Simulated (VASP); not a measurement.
MoS: relaxation of cell and atoms with PBEsol

The system is MoS.

```
Mo S
1.0
     0.00000    2.63858    2.63858
     2.63858    0.00000    2.63858
     2.63858    2.63858    0.00000
Mo S
1 1
Direct
  0.00000 0.00000 0.00000
  0.25000 0.25000 0.25000
```

* Program: VASP 6.6.1
* Task: relaxation of cell and atoms
* Functional: PBEsol
* Potentials or basis: VASP PAW PBE potentials, release 64 (Mo_sv, S)
* Cutoff: 600 eV
* k mesh: 14 × 14 × 14
* Occupations: gaussian, width 0.1 eV
* Spin: no spin polarisation
* Dipole correction: no
* Further INCAR settings: ALGO = Normal; EDIFF = 1e-06; IBRION = 2; EDIFFG = -0.01; NSW = 100; ISIF = 3

* Pressure after relaxing: 0.0 GPa
* Band gap on the k mesh: zero (band 10 reaches 8.73 eV, above the bottom of band 11 at 8.18 eV)

Final structure:
```
CELL_PARAMETERS angstrom
0.00000 2.63858 2.63858
2.63858 0.00000 2.63858
2.63858 2.63858 0.00000
ATOMIC_POSITIONS crystal
Mo 0.00000 0.00000 0.00000
S 0.25000 0.25000 0.25000
```

Levels at points of the mesh, in eV from the Fermi level:
```csv
k point,band 8,band 9,band 10,band 11,band 12,band 13
"(0.00, 0.00, 0.00)",-5.82,-0.75,-0.75,1.53,4.62,4.62
"(0.50, 0.00, 0.00)",-5.34,-0.25,-0.25,-0.05,2.46,2.46
"(0.50, 0.50, 0.00)",-4.36,-1.97,0.14,0.49,0.86,0.86
```

Wall time 24 s on 1 thread of Intel(R) Xeon(R) 6975P-C (Granite Rapids) (shared host), peak memory 0.21 GiB.

Caveat: the relaxation stopped at its first step, so nothing moved; the PAW data sets were made with another functional, which shifts forces and pressure a little.
